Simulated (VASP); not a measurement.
# Si2Sn (P-3m1) in VASP: further runs

Si2Sn is run at these levels: PBE; tasks: single point, relaxation of cell and atoms.

Everything below comes from runs of VASP 6.6.1. Logs are shortened: lines on timing, memory, paths and dates and some standing lists are left out, and cuts for length are marked.

## 1. The cell of the first run

The structure is trigonal, space group P-3m1 (No. 164). Conventional cell: a = 3.846 Å, b = 3.846 Å, c = 4.862 Å, α = 90.00°, β = 90.00°, γ = 120.00°. Si (site symmetry 3m) has 3 Si at 2.42 Å and 3 Sn at 2.96 Å within 3.2 Å. Sn (site symmetry -3m) has 12 Si at 2.96 to 3.66 Å and 6 Sn at 3.85 Å within 3.9 Å.

## 2. Single point, PBE

The input, INCAR:

```
PREC     = Accurate       # precision mode
ENCUT    = 500            # plane-wave cutoff, eV
EDIFF    = 1E-6           # SCF threshold, eV
ISMEAR   = 0              # smearing method
SIGMA    = 0.2            # smearing width, eV
LREAL    = F              # projectors in reciprocal space
LASPH    = T              # aspherical terms in the spheres
NELM     = 120            # most SCF steps
ALGO     = Normal         # electronic algorithm
ISIF     = 2              # what is computed and relaxed
LWAVE    = F              # write WAVECAR
LCHARG   = F              # write CHGCAR
GGA      = PE             # functional
NBANDS   = 18             # bands
GGA_COMPAT= F
```

The input, KPOINTS:

```
Automatic mesh
0
Gamma
  6 6 4
```

The input, POSCAR:

```
Si2Sn
1.0
    3.8456101384      0.0000000000      0.0000000000
   -1.9228050692      3.3303960729      0.0000000000
    0.0000000000      0.0000000000      4.8616183523
Si Sn
2 1
Direct
    0.3333333333      0.6666666667      0.4021518923
    0.6666666667      0.3333333333      0.5978481077
    0.0000000000      0.0000000000      0.0000000000
```

Potentials or basis: VASP PAW PBE potentials, release 64 (Si, Sn_d).

Launch:

```
cat potpaw_PBE.64/Si/POTCAR potpaw_PBE.64/Sn_d/POTCAR > POTCAR
mpirun -np 1 vasp_std > vasp.out
```

OUTCAR:

```text
PREC = Accurate
   ENCUT = 500
   EDIFF = 1E-6
   ISMEAR = 0
   LREAL = F
   LASPH = T
   NELM = 120
   ISIF = 2
   GGA = PE

 ion  position               nearest neighbor table
   1  0.333  0.667  0.402-   2 2.42   2 2.42   2 2.42   3 2.96   3 2.96   3 2.96
   2  0.667  0.333  0.598-   1 2.42   1 2.42   1 2.42   3 2.96   3 2.96   3 2.96
   3  0.000  0.000  0.000-   1 2.96   2 2.96   1 2.96   2 2.96   2 2.96   1 2.96

  LATTYP: Found a hexagonal cell.
 ALAT       =     3.8456101384
 C/A-ratio  =     1.2641994839

  Lattice vectors:

 A1 = (   3.8456101384,   0.0000000000,   0.0000000000)
 A2 = (  -1.9228050692,   3.3303960729,   0.0000000000)
 A3 = (   0.0000000000,   0.0000000000,   4.8616183523)

Analysis of symmetry for initial positions (statically):
=====================================================================
 Subroutine PRICEL returns:
 Original cell was already a primitive cell.

 Routine SETGRP: Setting up the symmetry group for a
 hexagonal supercell.

 Subroutine GETGRP returns: Found 12 space group operations
 (whereof 12 operations were pure point group operations)
 out of a pool of 24 trial point group operations.

The static configuration has the point symmetry D_3d.

Analysis of symmetry for dynamics (positions and initial velocities):
=====================================================================
 Subroutine PRICEL returns:
 Original cell was already a primitive cell.

 Routine SETGRP: Setting up the symmetry group for a
 hexagonal supercell.

 Subroutine GETGRP returns: Found 12 space group operations
 (whereof 12 operations were pure point group operations)
 out of a pool of 24 trial point group operations.

The dynamic configuration has the point symmetry D_3d.

 Subroutine INISYM returns: Found 12 space group operations
 (whereof 12 operations are pure point group operations),
 and found     1 'primitive' translations

----------------------------------------------------------------------------------------

                                     Primitive cell

  volume of cell :      62.2647

  direct lattice vectors                    reciprocal lattice vectors
     3.845610138  0.000000000  0.000000000     0.260036760  0.150132293  0.000000000
    -1.922805069  3.330396073  0.000000000     0.000000000  0.300264587  0.000000000
     0.000000000  0.000000000  4.861618352     0.000000000  0.000000000  0.205692822

  length of vectors
     3.845610138  3.845610138  4.861618352     0.300264587  0.300264587  0.205692822

  position of ions in fractional coordinates (direct lattice)
     0.333333333  0.666666667  0.402151892
     0.666666667  0.333333333  0.597848108
     0.000000000  0.000000000  0.000000000

  ion indices of the primitive-cell ions
   primitive index   ion index
                 1           1
                 2           2
                 3           3

----------------------------------------------------------------------------------------

 KPOINTS: Automatic mesh

Automatic generation of k-mesh.
 Grid dimensions read from file:
 generate k-points for:    6    6    4

 Generating k-lattice:

  Cartesian coordinates                     Fractional coordinates (reciprocal lattice)
     0.043339460  0.025022049  0.000000000     0.166666667  0.000000000  0.000000000
     0.000000000  0.050044098  0.000000000     0.000000000  0.166666667  0.000000000
     0.000000000  0.000000000  0.051423206     0.000000000  0.000000000  0.250000000

  Length of vectors
     0.050044098  0.050044098  0.051423206

  Shift w.r.t. Gamma in fractional coordinates (k-lattice)
     0.000000000  0.000000000  0.000000000

 Subroutine IBZKPT returns following result:
 ===========================================

 Found     24 irreducible k-points:

 Following reciprocal coordinates:
            Coordinates               Weight
  0.000000  0.000000  0.000000      1.000000
  0.166667  0.000000  0.000000      6.000000
  0.333333 -0.000000  0.000000      6.000000
  0.500000  0.000000  0.000000      3.000000
  0.166667  0.166667  0.000000      6.000000
  0.333333  0.166667  0.000000     12.000000
[... 16 lines left out ...]
  0.333333  0.166667  0.500000     12.000000
  0.333333  0.333333  0.500000      2.000000
   k-points           NKPTS =     24   k-points in BZ     NKDIM =     24   number of bands    NBANDS=     18
   number of dos      NEDOS =    301   number of ions     NIONS =      3
   total plane-waves  NPLWV =  28224
   dimension x,y,z NGX =    28 NGY =   28 NGZ =   36
   dimension x,y,z NGXF=    56 NGYF=   56 NGZF=   72
   ions per type =               2   1
   NGX,Y,Z   is equivalent  to a cutoff of  12.10, 12.10, 12.31 a.u.
   NGXF,Y,Z  is equivalent  to a cutoff of  24.21, 24.21, 24.62 a.u.
 SYSTEM =  unknown system
   PREC   = accura    normal or accurate (medium, high low for compatibility)
   ISTART =      0    job   : 0-new  1-cont  2-samecut
   ICHARG =      2    charge: 1-file 2-atom 10-const
   ISPIN  =      1    spin polarized calculation?
   LNONCOLLINEAR =      F non collinear calculations
   LSORBIT =      F    spin-orbit coupling
   LASPH  =      T    aspherical Exc in radial PAW
   ENCUT  =  500.0 eV  36.75 Ry    6.06 a.u.   7.01  7.01  8.86*2*pi/ulx,y,z
   NELM   =    120;   NELMIN=  2; NELMDL= -5     # of ELM steps
   EDIFF  = 0.1E-05   stopping-criterion for ELM
   LREAL  =      F    real-space projection
   EDIFFG = 0.1E-04   stopping-criterion for IOM
   NSW    =      0    number of steps for IOM
   IBRION =     -1    ionic relax: 0-MD 1-quasi-New 2-CG
   NFREE  =      0    steps in history (QN), initial steepest desc. (CG)
   ISIF   =      2    stress and relaxation
   ISYM   =      2    0-nonsym 1-usesym 2-fastsym
   POTIM  = 0.5000    time-step for ionic-motion
   TEBEG  =    0.0;   TEEND  =   0.0 temperature during run
   PSTRESS=    0.0 pullay stress
   NELECT =      22.0000    total number of electrons
   NUPDOWN=      -1.0000    fix difference up-down
   EMIN   =  10.00;   EMAX   =-10.00  energy-range for DOS
   EFERMI =   0.00;   METHOD = LEGACY
   ISMEAR =     0;   SIGMA  =   0.20  broadening in eV -4-tet -1-fermi 0-gaus
   EFERMI_NEDOS =   21; number of points for ismear=-14 and -15
   IALGO  =     38    algorithm
   IMIX   =      4    mixing-type and parameters
     AMIX     =   0.40;   BMIX     =  1.00
     AMIX_MAG =   1.60;   BMIX_MAG =  1.00
  volume/ion in A,a.u.               =      20.75       140.06
  Fermi-wavevector in a.u.,A,eV,Ry     =   1.157360  2.187093 18.224755  1.339482
  Thomas-Fermi vector in A             =   2.293972
   LORBIT       =      0    0 simple, 1 ext, 2 COOP (PROOUT), +10 PAW based schemes
   GGA     = PE    functional components
   LHFCALC =     F    Hartree Fock is set to
   AEXX    =    0.0000 exact exchange contribution
   IVDW    =     0    specifies the selected vdW correction
   LEPSILON=     F    determine dielectric tensor
   LRPA    =     F    only Hartree local field effects (RPA)
 non-spin polarized calculation
 Gauss-broadening in eV      SIGMA  =   0.20
  energy-cutoff  :      500.00
  volume of cell :       62.26
 maximum number of plane-waves:      1608
   NGX = 13   NGY = 13   NGZ = 17

 number of electron      22.0000014 magnetization

 Free energy of the ion-electron system (eV)
  ---------------------------------------------------
  ext. energy  EPLUGINS =         0.00000000
  ---------------------------------------------------
  free energy    TOTEN  =       -13.98729248 eV

  energy without entropy =      -13.96806096  energy(sigma->0) =      -13.97767672

 E-fermi :   7.7785     XC(G=0): -10.2735

 val. band max:        7.6920498511   @ k =   0.1667   0.0000   0.0000
 cond. band min:       7.8171415951   @ k =   0.3333   0.3333   0.0000
 fundamental gap:      0.1250917440
 Fermi energy:         7.7784954520

 k-point     1 :       0.0000    0.0000    0.0000
  band No.  band energies     occupation
      1     -13.8276      2.00000
      2     -13.8276      2.00000
      3     -13.8109      2.00000
      4     -13.7979      2.00000
      5     -13.7979      2.00000
      6      -4.4965      2.00000
[... 10 lines left out ...]
     17      14.4757      0.00000
     18      14.8941      0.00000

 k-point     2 :       0.1667    0.0000    0.0000
  band No.  band energies     occupation
      1     -13.8305      2.00000
      2     -13.8186      2.00000
      3     -13.8055      2.00000
      4     -13.8022      2.00000
      5     -13.7979      2.00000
      6      -4.1361      2.00000
[... 10 lines left out ...]
     17      13.4868      0.00000
     18      13.9845      0.00000

 k-point     3 :       0.3333   -0.0000    0.0000
  band No.  band energies     occupation
      1     -13.8384      2.00000
      2     -13.8136      2.00000
      3     -13.8089      2.00000
      4     -13.7898      2.00000
      5     -13.7896      2.00000
      6      -3.0656      2.00000
[... 10 lines left out ...]
     17      14.2750      0.00000
     18      15.2286      0.00000

 k-point     4 :       0.5000    0.0000    0.0000
  band No.  band energies     occupation
      1     -13.8429      2.00000
      2     -13.8183      2.00000
      3     -13.8085      2.00000
      4     -13.7825      2.00000
      5     -13.7808      2.00000
      6      -1.5420      2.00000
[... 10 lines left out ...]
     17      14.0751      0.00000
     18      18.1549      0.00000

 k-point     5 :       0.1667    0.1667    0.0000
  band No.  band energies     occupation
      1     -13.8314      2.00000
      2     -13.8140      2.00000
      3     -13.8085      2.00000
      4     -13.8010      2.00000
      5     -13.7891      2.00000
      6      -3.4199      2.00000
[... 10 lines left out ...]
     17      15.1724      0.00000
     18      15.7376      0.00000

 k-point     6 :       0.3333    0.1667    0.0000
  band No.  band energies     occupation
      1     -13.8341      2.00000
      2     -13.8133      2.00000
      3     -13.8122      2.00000
      4     -13.7915      2.00000
      5     -13.7820      2.00000
      6      -2.0193      2.00000
[... 10 lines left out ...]
     17      15.5987      0.00000
     18      16.3815      0.00000

 k-point     7 :       0.3333    0.3333    0.0000
  band No.  band energies     occupation
      1     -13.8227      2.00000
      2     -13.8227      2.00000
      3     -13.7992      2.00000
      4     -13.7992      2.00000
      5     -13.7858      2.00000
      6      -0.4758      2.00000
[... 10 lines left out ...]
     17      13.7483      0.00000
     18      18.2571      0.00000

 k-point     8 :       0.0000    0.0000    0.2500
  band No.  band energies     occupation
      1     -13.8276      2.00000
      2     -13.8276      2.00000
      3     -13.8086      2.00000
      4     -13.7984      2.00000
      5     -13.7984      2.00000
      6      -4.1655      2.00000
[... 10 lines left out ...]
     17      13.0219      0.00000
     18      14.1419      0.00000
[... 229 lines left out ...]
     17      12.9754      0.00000
     18      14.6430      0.00000

 k-point    20 :       0.3333   -0.0000    0.5000
  band No.  band energies     occupation
      1     -13.8389      2.00000
      2     -13.8155      2.00000
      3     -13.8099      2.00000
      4     -13.7898      2.00000
      5     -13.7857      2.00000
      6      -2.2054      2.00000
[... 10 lines left out ...]
     17      15.1613      0.00000
     18      15.8320      0.00000

 k-point    21 :       0.5000    0.0000    0.5000
  band No.  band energies     occupation
      1     -13.8439      2.00000
      2     -13.8203      2.00000
      3     -13.8098      2.00000
      4     -13.7809      2.00000
      5     -13.7784      2.00000
      6      -1.0190      2.00000
[... 10 lines left out ...]
     17      15.2590      0.00000
     18      16.7803      0.00000

 k-point    22 :       0.1667    0.1667    0.5000
  band No.  band energies     occupation
      1     -13.8320      2.00000
      2     -13.8143      2.00000
      3     -13.8101      2.00000
      4     -13.8001      2.00000
      5     -13.7865      2.00000
      6      -2.5382      2.00000
[... 10 lines left out ...]
     17      14.2424      0.00000
     18      15.9758      0.00000

 k-point    23 :       0.3333    0.1667    0.5000
  band No.  band energies     occupation
      1     -13.8356      2.00000
      2     -13.8146      2.00000
      3     -13.8136      2.00000
      4     -13.7906      2.00000
      5     -13.7789      2.00000
      6      -1.2592      2.00000
[... 10 lines left out ...]
     17      15.0143      0.00000
     18      16.0827      0.00000

 k-point    24 :       0.3333    0.3333    0.5000
  band No.  band energies     occupation
      1     -13.8249      2.00000
      2     -13.8249      2.00000
      3     -13.7995      2.00000
      4     -13.7995      2.00000
      5     -13.7815      2.00000
      6      -0.0158      2.00000
[... 10 lines left out ...]
     17      14.7798      0.00000
     18      15.3698      0.00000

------------------------ aborting loop because EDIFF is reached ----------------------------------------

  FORCE on cell =-STRESS in cart. coord.  units (eV):
  Direction    XX          YY          ZZ          XY          YZ          ZX
  --------------------------------------------------------------------------------------
  -------------------------------------------------------------------------------------
  Total       -0.0509951     -0.0509951     -0.1942989      0.0000000      0.0000000      0.0000000
  in kB       -1.3121919     -1.3121919     -4.9996430      0.0000000      0.0000000      0.0000000
  external PRESSURE =      -2.5413423 kB  Pullay stress =       0.0000000 kB

 VOLUME and BASIS-vectors are now :
 -----------------------------------------------------------------------------
  energy-cutoff  :      500.00
  volume of cell :       62.26
      direct lattice vectors                 reciprocal lattice vectors
     3.845610138  0.000000000  0.000000000     0.260036760  0.150132293  0.000000000
    -1.922805069  3.330396073  0.000000000     0.000000000  0.300264587  0.000000000
     0.000000000  0.000000000  4.861618352     0.000000000  0.000000000  0.205692822

 POSITION                                       TOTAL-FORCE (eV/Angst)
 -----------------------------------------------------------------------------------
     -0.00000      2.22026      1.95511        -0.000000      0.000000     -0.052312
      1.92281      1.11013      2.90651         0.000000     -0.000000      0.052312
      0.00000      0.00000      0.00000        -0.000000      0.000000     -0.000000
 -----------------------------------------------------------------------------------
    total drift:                               -0.000000      0.000000     -0.000000

  FREE ENERGIE OF THE ION-ELECTRON SYSTEM (eV)
  ---------------------------------------------------
  free  energy   TOTEN  =       -13.9872924849 eV

  energy  without entropy=      -13.9680609627  energy(sigma->0) =      -13.97767672
```

It took 14 s on 1 thread of AMD EPYC 9R45 (Zen 5), shared host; peak memory 0.15 GiB.

Results:

- Free energy: -13.9873 eV
- Pressure: -0.3 GPa
- Largest force: 0.052 eV/Å
- Band gap on the k mesh: zero (bands 11 and 12 overlap by 2.86 eV)

Forces on the atoms (eV/Å):
```
Si   0.000  0.000 -0.052
Si   0.000  0.000  0.052
Sn   0.000  0.000  0.000
```

Stress tensor (GPa, compression positive):
```
-0.13  0.00  0.00
 0.00 -0.13  0.00
 0.00  0.00 -0.50
```

Caveat: spin-orbit coupling is left out, which moves the levels of the heavy elements.

(Part 1 of 2 ends here.)
